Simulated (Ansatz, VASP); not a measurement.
# One calculation of TiO2, two programs

```
Ti O
1.0
     5.33477    0.00000    0.06829
     0.00000    5.37256    0.00000
    -2.60380    0.00000    4.70408
Ti O
4 8
Cartesian
  2.0164 1.9784 1.2102
  0.7145 3.3942 3.5622
  -0.6510 4.6647 1.1760
  -1.9529 0.7079 3.5281
  -0.6172 4.7244 3.1585
  3.3482 0.6481 1.6138
  2.0463 4.7244 3.9659
  0.6847 0.6481 0.8065
  2.0501 2.0382 3.1927
  0.6808 3.3344 1.5797
  -0.6211 2.0382 3.9317
  3.3520 3.3344 0.8406
```

Change from the starting cell: strain along c alone, the other axes held, atoms relaxed: -3.0 %.

Alike in both runs: functional PBE; k mesh 6 × 6 × 6; occupations gaussian, width 0.02 eV; no spin polarisation.

Ansatz relaxed the structure, and its values are those at the end. VASP's run is a single point on that final structure, the one shown.

|  | VASP | Ansatz |
| --- | --- | --- |
| version | VASP 6.6.1 | Ansatz 0.2.0 |
| potentials or method | VASP PAW PBE potentials, release 64 (Ti_sv, O), cutoff 600 eV | scalar-relativistic, plane waves, PAW |
| valence electrons in the cell | 96 | 96 |

|  | VASP | Ansatz | Ansatz less VASP |
| --- | --- | --- | --- |
| gap on the k mesh at the Fermi level (eV) | 2.06 | 2.08 | +0.023 |
| least direct gap on the mesh (eV) | 2.09 | 2.11 | +0.023 |
| pressure (GPa) | 5.8 | 5.3 | -0.50 |
| rms of the force components (eV/Å) | 0.010 | 0.001 | -0.0092 |

Ansatz's warnings: stress scf threshold loose.
